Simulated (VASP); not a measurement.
# Yb (Im-3m) in VASP: a series of runs

Aim: see how the results for Yb move with the level of theory and the settings. Levels: PBE, LDA. Tasks: single point.

Everything below comes from runs of VASP 6.6.1. Logs are shortened: lines on timing, memory, paths and dates and some standing lists are left out, and cuts for length are marked.

**1. The cell of the first run**

It takes space group Im-3m (No. 229, cubic). Conventional cell: a = 4.037 Å, b = 4.037 Å, c = 4.037 Å, α = 90.00°, β = 90.00°, γ = 90.00°. Yb (site symmetry m-3m) has 14 Yb at 3.50 to 4.04 Å within 4.6 Å.

This isn't the form of Yb at room conditions, which is fcc.

**2. Single point, PBE (32.89 Å³/atom)**

Input file INCAR:

```
PREC = Accurate ; ENCUT = 520
EDIFF = 1E-6 ; ISMEAR = -1
SIGMA = 0.08 ; LREAL = F
LASPH = T ; NELM = 80
ALGO = Normal ; ISIF = 2
LWAVE = F ; LCHARG = F
GGA = PE ; NBANDS = 18
```

Input file KPOINTS:

```
regular mesh
0
Gamma
  14 14 14
```

Input file POSCAR:

```
Yb
1.0
   -2.0184358368      2.0184358368      2.0184358368
    2.0184358368     -2.0184358368      2.0184358368
    2.0184358368      2.0184358368     -2.0184358368
Yb
1
Direct
    0.0000000000      0.0000000000      0.0000000000
```

Potentials or basis: VASP PAW PBE potentials, release 64 (Yb).

Started as:

```sh
$ cat potpaw_PBE.64/Yb/POTCAR > POTCAR
$ mpirun -np 1 vasp_std > vasp.out
```

OUTCAR:

```text
PREC = Accurate
   ENCUT = 520
   EDIFF = 1E-6
   ISMEAR = -1
   LREAL = F
   LASPH = T
   NELM = 80
   ISIF = 2
   GGA = PE

 ion  position               nearest neighbor table
   1  0.000  0.000  0.000-

  LATTYP: Found a body centered cubic cell.
 ALAT       =     4.0368716736

  Lattice vectors:

 A1 = (  -2.0184358368,   2.0184358368,   2.0184358368)
 A2 = (   2.0184358368,  -2.0184358368,   2.0184358368)
 A3 = (   2.0184358368,   2.0184358368,  -2.0184358368)

Analysis of symmetry for initial positions (statically):
=====================================================================
 Subroutine PRICEL returns:
 Original cell was already a primitive cell.

 Routine SETGRP: Setting up the symmetry group for a
 body centered cubic supercell.

 Subroutine GETGRP returns: Found 48 space group operations
 (whereof 48 operations were pure point group operations)
 out of a pool of 48 trial point group operations.

The static configuration has the point symmetry O_h .

Analysis of symmetry for dynamics (positions and initial velocities):
=====================================================================
 Subroutine PRICEL returns:
 Original cell was already a primitive cell.

 Routine SETGRP: Setting up the symmetry group for a
 body centered cubic supercell.

 Subroutine GETGRP returns: Found 48 space group operations
 (whereof 48 operations were pure point group operations)
 out of a pool of 48 trial point group operations.

The dynamic configuration has the point symmetry O_h .

 Subroutine INISYM returns: Found 48 space group operations
 (whereof 48 operations are pure point group operations),
 and found     1 'primitive' translations

----------------------------------------------------------------------------------------

                                     Primitive cell

  volume of cell :      32.8931

  direct lattice vectors                    reciprocal lattice vectors
    -2.018435837  2.018435837  2.018435837     0.000000000  0.247716569  0.247716569
     2.018435837 -2.018435837  2.018435837     0.247716569  0.000000000  0.247716569
     2.018435837  2.018435837 -2.018435837     0.247716569  0.247716569  0.000000000

  length of vectors
     3.496033421  3.496033421  3.496033421     0.350324131  0.350324131  0.350324131

  position of ions in fractional coordinates (direct lattice)
     0.000000000  0.000000000  0.000000000

  ion indices of the primitive-cell ions
   primitive index   ion index
                 1           1

----------------------------------------------------------------------------------------

 KPOINTS: regular mesh

Automatic generation of k-mesh.
 Grid dimensions read from file:
 generate k-points for:   14   14   14

 Generating k-lattice:

  Cartesian coordinates                     Fractional coordinates (reciprocal lattice)
     0.000000000  0.017694041  0.017694041     0.071428571  0.000000000  0.000000000
     0.017694041  0.000000000  0.017694041     0.000000000  0.071428571  0.000000000
     0.017694041  0.017694041  0.000000000     0.000000000  0.000000000  0.071428571

  Length of vectors
     0.025023152  0.025023152  0.025023152

  Shift w.r.t. Gamma in fractional coordinates (k-lattice)
     0.000000000  0.000000000  0.000000000

 Subroutine IBZKPT returns following result:
 ===========================================

 Found    104 irreducible k-points:

 Following reciprocal coordinates:
            Coordinates               Weight
  0.000000  0.000000  0.000000      1.000000
  0.071429  0.000000  0.000000     12.000000
  0.142857  0.000000  0.000000     12.000000
  0.214286  0.000000  0.000000     12.000000
  0.285714  0.000000  0.000000     12.000000
  0.357143  0.000000  0.000000     12.000000
[... 16 lines left out ...]
  0.285714  0.285714  0.000000     24.000000
  0.357143  0.285714  0.000000     24.000000
 [... further k-points ...]
   k-points           NKPTS =    104   k-points in BZ     NKDIM =    104   number of bands    NBANDS=     18
   number of dos      NEDOS =    301   number of ions     NIONS =      1
   total plane-waves  NPLWV =  21952
   dimension x,y,z NGX =    28 NGY =   28 NGZ =   28
   dimension x,y,z NGXF=    56 NGYF=   56 NGZF=   56
   ions per type =               1
   NGX,Y,Z   is equivalent  to a cutoff of  13.31, 13.31, 13.31 a.u.
   NGXF,Y,Z  is equivalent  to a cutoff of  26.63, 26.63, 26.63 a.u.
 SYSTEM =  unknown system
   PREC   = accura    normal or accurate (medium, high low for compatibility)
   ISTART =      0    job   : 0-new  1-cont  2-samecut
   ICHARG =      2    charge: 1-file 2-atom 10-const
   ISPIN  =      1    spin polarized calculation?
   LNONCOLLINEAR =      F non collinear calculations
   LSORBIT =      F    spin-orbit coupling
   LASPH  =      T    aspherical Exc in radial PAW
   ENCUT  =  520.0 eV  38.22 Ry    6.18 a.u.   6.50  6.50  6.50*2*pi/ulx,y,z
   NELM   =     80;   NELMIN=  2; NELMDL= -5     # of ELM steps
   EDIFF  = 0.1E-05   stopping-criterion for ELM
   LREAL  =      F    real-space projection
[... 7 lines left out ...]
   TEBEG  =    0.0;   TEEND  =   0.0 temperature during run
   PSTRESS=    0.0 pullay stress
   NELECT =      24.0000    total number of electrons
   NUPDOWN=      -1.0000    fix difference up-down
   EMIN   =  10.00;   EMAX   =-10.00  energy-range for DOS
   EFERMI =   0.00;   METHOD = LEGACY
   ISMEAR =    -1;   SIGMA  =   0.08  broadening in eV -4-tet -1-fermi 0-gaus
   EFERMI_NEDOS =   21; number of points for ismear=-14 and -15
   IALGO  =     38    algorithm
   IMIX   =      4    mixing-type and parameters
     AMIX     =   0.40;   BMIX     =  1.00
     AMIX_MAG =   1.60;   BMIX_MAG =  1.00
  volume/ion in A,a.u.               =      32.89       221.97
  Fermi-wavevector in a.u.,A,eV,Ry     =   1.473817  2.785111 29.553722  2.172137
  Thomas-Fermi vector in A             =   2.588664
   LORBIT       =      0    0 simple, 1 ext, 2 COOP (PROOUT), +10 PAW based schemes
   GGA     = PE    functional components
   LHFCALC =     F    Hartree Fock is set to
   AEXX    =    0.0000 exact exchange contribution
   IVDW    =     0    specifies the selected vdW correction
   LEPSILON=     F    determine dielectric tensor
   LRPA    =     F    only Hartree local field effects (RPA)
 non-spin polarized calculation
  energy-cutoff  :      520.00
  volume of cell :       32.89
 maximum number of plane-waves:       935
 NGX is ok and might be reduce to    28
   NGX = 13   NGY = 13   NGZ = 13

 number of electron      24.0000012 magnetization

 Free energy of the ion-electron system (eV)
  ---------------------------------------------------
  ext. energy  EPLUGINS =         0.00000000
  ---------------------------------------------------
  free energy    TOTEN  =        -3.59204135 eV

  energy without entropy =       -3.54634274  energy(sigma->0) =       -3.56919205

 E-fermi :   1.8525     XC(G=0):  -9.8414

 val. band max:        1.8376027605   @ k =  -0.4286  -0.4286   0.2143
 cond. band min:       1.9895891444   @ k =  -0.4286   0.5000   0.2143
 fundamental gap:      0.1519863838
 Fermi energy:         1.8525088986

 k-point     1 :       0.0000    0.0000    0.0000
  band No.  band energies     occupation
      1     -49.8533      2.00000
      2     -21.9644      2.00000
      3     -21.9644      2.00000
      4     -21.9644      2.00000
      5      -3.4797      2.00000
      6       1.3161      1.99755
[... 10 lines left out ...]
     17       6.9013      0.00000
     18      13.1127      0.00000

 k-point     2 :       0.0714    0.0000    0.0000
  band No.  band energies     occupation
      1     -49.8519      2.00000
      2     -21.9882      2.00000
      3     -21.9719      2.00000
      4     -21.9645      2.00000
      5      -3.3418      2.00000
      6       1.3165      1.99754
[... 10 lines left out ...]
     17       6.8994      0.00000
     18      13.2616      0.00000

 k-point     3 :       0.1429    0.0000    0.0000
  band No.  band energies     occupation
      1     -49.8481      2.00000
      2     -22.0542      2.00000
      3     -21.9928      2.00000
      4     -21.9647      2.00000
      5      -2.9415      2.00000
      6       1.3181      1.99749
[... 10 lines left out ...]
     17       6.9111      0.00000
     18      13.5737      0.00000

 k-point     4 :       0.2143    0.0000    0.0000
  band No.  band energies     occupation
      1     -49.8426      2.00000
      2     -22.1477      2.00000
      3     -22.0229      2.00000
      4     -21.9650      2.00000
      5      -2.3197      2.00000
      6       1.3218      1.99737
[... 10 lines left out ...]
     17       6.9743      0.00000
     18      13.4797      0.00000

 k-point     5 :       0.2857    0.0000    0.0000
  band No.  band energies     occupation
      1     -49.8365      2.00000
      2     -22.2490      2.00000
      3     -22.0561      2.00000
      4     -21.9654      2.00000
      5      -1.5517      2.00000
      6       1.3269      1.99720
[... 10 lines left out ...]
     17       7.1194      0.00000
     18      12.6524      0.00000

 k-point     6 :       0.3571    0.0000    0.0000
  band No.  band energies     occupation
      1     -49.8311      2.00000
      2     -22.3382      2.00000
      3     -22.0857      2.00000
      4     -21.9657      2.00000
      5      -0.7645      2.00000
      6       1.3245      1.99728
[... 307 lines left out ...]
 k-point    21 :       0.2857    0.2143    0.0000
  band No.  band energies     occupation
      1     -49.8259      2.00000
      2     -22.3429      2.00000
      3     -22.1517      2.00000
      4     -22.0099      2.00000
      5       0.3205      2.00000
      6       1.3251      1.99726
[... 10 lines left out ...]
     17       9.0525      0.00000
     18      10.2334      0.00000

 k-point    22 :       0.3571    0.2143    0.0000
  band No.  band energies     occupation
      1     -49.8238      2.00000
      2     -22.3553      2.00000
      3     -22.1817      2.00000
      4     -22.0124      2.00000
      5       0.8218      1.99999
      6       1.3301      1.99709
[... 10 lines left out ...]
     17       8.9841      0.00000
     18      10.2957      0.00000

 k-point    23 :       0.2857    0.2857    0.0000
  band No.  band energies     occupation
      1     -49.8235      2.00000
      2     -22.3303      2.00000
      3     -22.2083      2.00000
      4     -22.0183      2.00000
      5       0.9761      1.99997
      6       1.3320      1.99702
[... 10 lines left out ...]
     17       8.7378      0.00000
     18      10.4145      0.00000

 k-point    24 :       0.3571    0.2857    0.0000
  band No.  band energies     occupation
      1     -49.8227      2.00000
      2     -22.3124      2.00000
      3     -22.2424      2.00000
      4     -22.0208      2.00000
      5       1.1910      1.99949
      6       1.3372      1.99682
[... 10 lines left out ...]
     17       8.1508      0.00000
     18      10.9612      0.00000

 [... further k-points ...]

------------------------ aborting loop because EDIFF is reached ----------------------------------------

  FORCE on cell =-STRESS in cart. coord.  units (eV):
  Direction    XX          YY          ZZ          XY          YZ          ZX
  --------------------------------------------------------------------------------------
  -------------------------------------------------------------------------------------
  Total        0.0608724      0.0608724      0.0608724      0.0000000      0.0000000      0.0000000
  in kB        2.9650085      2.9650085      2.9650085      0.0000000      0.0000000      0.0000000
  external PRESSURE =       2.9650085 kB  Pullay stress =       0.0000000 kB

 VOLUME and BASIS-vectors are now :
 -----------------------------------------------------------------------------
  energy-cutoff  :      520.00
  volume of cell :       32.89
      direct lattice vectors                 reciprocal lattice vectors
    -2.018435837  2.018435837  2.018435837     0.000000000  0.247716569  0.247716569
     2.018435837 -2.018435837  2.018435837     0.247716569  0.000000000  0.247716569
     2.018435837  2.018435837 -2.018435837     0.247716569  0.247716569  0.000000000

 POSITION                                       TOTAL-FORCE (eV/Angst)
 -----------------------------------------------------------------------------------
      0.00000      0.00000      0.00000         0.000000     -0.000000     -0.000000
 -----------------------------------------------------------------------------------
    total drift:                               -0.000000     -0.000000     -0.000000

  FREE ENERGIE OF THE ION-ELECTRON SYSTEM (eV)
  ---------------------------------------------------
  free  energy   TOTEN  =        -3.5920413525 eV

  energy  without entropy=       -3.5463427380  energy(sigma->0) =       -3.56919205
```

It took 3.2 min on 1 thread of AMD EPYC 7R13, shared host; peak memory 0.22 GiB.

What came out:

```yaml
Free_energy: -3.5920 eV
Pressure: 0.3 GPa
Band_gap_on_the_k_mesh: zero (bands 12 and 13 overlap by 0.66 eV)
```

Levels at points of the mesh, in eV from the Fermi level:
```csv
k point,band 8,band 9,band 10,band 11,band 12,band 13,band 14,band 15,band 16,band 17
"(0.00, 0.00, 0.00)",-0.54,-0.39,-0.39,-0.39,-0.36,3.00,3.00,3.00,5.05,5.05
"(0.50, 0.00, 0.00)",-0.49,-0.42,-0.42,-0.39,-0.37,0.83,1.25,4.81,5.87,7.91
"(0.50, 0.50, 0.50)",-0.49,-0.49,-0.49,-0.37,-0.37,-0.37,5.73,5.73,5.73,7.22
```

Caveat: spin-orbit coupling is left out, which moves the levels of the heavy elements. Spin polarisation is off, so any magnetic state and its effect on volume and gap are missing.

(Continued in part 2 of 2.)

The gap in the log of VASP goes by the Fermi energy; the results here count the filled bands.